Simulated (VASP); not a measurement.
Set up this calculation in VASP 6.6.1, as the native input.

| Item | Value |
| --- | --- |
| Task | single point |
| Functional | r2SCAN |
| Potentials or basis | VASP PAW PBE potentials, release 64 (Al, Ga_d, N) |
| Cutoff | 520 eV |
| k mesh | 8 × 8 × 6 |
| Occupations | gaussian, width 0.02 eV |
| Spin | no spin polarisation |
| Dipole correction | no |
| Further INCAR settings | ALGO = Normal; EDIFF = 1e-07; NBANDS = 21 |

AlGaN2:

```
Al Ga N
1.0
     3.05452    0.00000    0.00000
     0.00000    3.05452    0.00000
     0.00000    0.00000    4.29719
Al Ga N
1 1 2
Direct
  0.50000 0.50000 0.50000
  0.00000 0.00000 0.00000
  0.50000 0.00000 0.73884
  0.00000 0.50000 0.26116
```

These files were run (other wordings do the same):

POSCAR

```
AlGaN2
1.0
    3.0545212147      0.0000000000      0.0000000000
    0.0000000000      3.0545212147      0.0000000000
    0.0000000000      0.0000000000      4.2971947114
Al Ga N
1 1 2
Direct
    0.5000000000      0.5000000000      0.5000000000
    0.0000000000      0.0000000000      0.0000000000
    0.5000000000      0.0000000000      0.7388370724
    0.0000000000      0.5000000000      0.2611629276
```

INCAR.step1

```
PREC = Accurate
ENCUT = 520
ISMEAR = 0
SIGMA = 0.02
LREAL = F
LASPH = T
NELM = 100
NBANDS = 21
GGA = PE
ALGO = Normal
EDIFF = 1E-4
LWAVE = T
LCHARG = F
```

INCAR.step2

```
PREC = Accurate
ENCUT = 520
EDIFF = 1E-7
ISMEAR = 0
SIGMA = 0.02
LREAL = F
LASPH = T
NELM = 100
ALGO = Normal
ISIF = 2
LWAVE = F
LCHARG = F
METAGGA = R2SCAN
LMIXTAU = T
NBANDS = 21
ISTART = 1
```

KPOINTS

```
Automatic mesh
0
Gamma
  8 8 6
```

Potentials or basis: VASP PAW PBE potentials, release 64 (Al, Ga_d, N).

Run with:

```bash
$ cat potpaw_PBE.64/Al/POTCAR potpaw_PBE.64/Ga_d/POTCAR potpaw_PBE.64/N/POTCAR > POTCAR
$ cp INCAR.step1 INCAR
$ mpirun -np 1 vasp_std > vasp.out
$ cp INCAR.step2 INCAR
$ mpirun -np 1 vasp_std > vasp.out
```

Results of the run:

The pressure is 20.6 GPa. The largest force is 0.098 eV/Å and the band gap on the k mesh is 3.89 eV (least direct gap 4.03 eV).

Caveat: the cell stands under pressure; the PAW data sets were made with another functional, which shifts forces and pressure a little.

Run time: 57 s on 1 thread of Intel(R) Xeon(R) 6975P-C (Granite Rapids), on a shared host, peak memory 0.19 GiB.
